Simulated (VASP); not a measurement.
Input of a VASP 6.6.1 run:

Contents of INCAR:

```
SYSTEM = V
PREC     = Accurate       ! precision mode
ENCUT    = 520            ! plane-wave cutoff, eV
EDIFF    = 1E-7           ! SCF threshold, eV
ISMEAR   = -1             ! smearing method
SIGMA    = 0.06122561905347299 ! smearing width, eV
LREAL    = .False.        ! projectors in reciprocal space
LASPH    = .True.         ! aspherical terms in the spheres
NELM     = 60             ! most SCF steps
ALGO     = Normal         ! electronic algorithm
ISIF     = 2              ! what is computed and relaxed
LWAVE    = .False.        ! write WAVECAR
LCHARG   = .False.        ! write CHGCAR
GGA      = PE             ! functional
NBANDS   = 12             ! bands
```

KPOINTS

```
regular mesh
0
Gamma
  15 15 15
  0 0 0
```

POSCAR

```
V
1.0
    2.4158895685      0.0000000000      0.0000000000
    0.0000000000      2.4158895685      0.0000000000
    0.0000000000      0.0000000000      2.4158895685
V
1
Direct
    0.0000000000      0.0000000000      0.0000000000
```

Potentials or basis: VASP PAW PBE potentials, release 64 (V_sv).

Run with:

```console
$ cat potpaw_PBE.64/V_sv/POTCAR > POTCAR
$ mpirun -np 1 vasp_std > vasp.out
```

(1) Estimate the pressure.

Results:

(1) 6.8 GPa.
